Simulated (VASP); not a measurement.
A run of VASP 6.6.1 is set up as follows.

The input INCAR:

```
PREC     = Accurate       # precision mode
ENCUT    = 600            # plane-wave cutoff, eV
EDIFF    = 1E-6           # SCF threshold, eV
ISMEAR   = -1             # smearing method
SIGMA    = 0.05           # smearing width, eV
LREAL    = F              # projectors in reciprocal space
LASPH    = T              # aspherical terms in the spheres
NELM     = 150            # most SCF steps
ALGO     = Normal         # electronic algorithm
ISIF     = 3              # what is computed and relaxed
LWAVE    = F              # write WAVECAR
LCHARG   = F              # write CHGCAR
ISPIN    = 2              # spin polarisation
MAGMOM   = 3 0            # initial moments
LORBIT   = 11             # projections on sites
LMAXMIX  = 4              # l up to which the mixer works
GGA      = RP             # functional
IBRION   = 2              # ionic algorithm
NSW      = 80             # ionic steps
EDIFFG   = -0.02          # ionic threshold
```

The input KPOINTS:

```
Automatic mesh
0
Gamma
  8 8 8
```

File POSCAR:

```
FeO
1.0
    0.0000000000      2.1554000000      2.1554000000
    2.1554000000      0.0000000000      2.1554000000
    2.1554000000      2.1554000000      0.0000000000
Fe O
1 1
Direct
    0.0000000000      0.0000000000      0.0000000000
    0.5000000000      0.5000000000      0.5000000000
```

Potentials or basis: VASP PAW PBE potentials, release 64 (Fe, O).

Launch:

```console
$ cat potpaw_PBE.64/Fe/POTCAR potpaw_PBE.64/O/POTCAR > POTCAR
$ mpirun -np 1 vasp_std > vasp.out
```

(1) Estimate the relaxed volume.

(2) Predict the site moments.

(3) Estimate the net moment.

## Answers

(1) 10.31 Å³/atom.

(2) Fe +3.63; O +0.29 μB.

(3) 4.00 μB per cell.

Caveat: the PAW data sets were made with another functional, which shifts forces and pressure a little; a cell with one magnetic atom can't hold antiferromagnetic order, which such compounds often take.
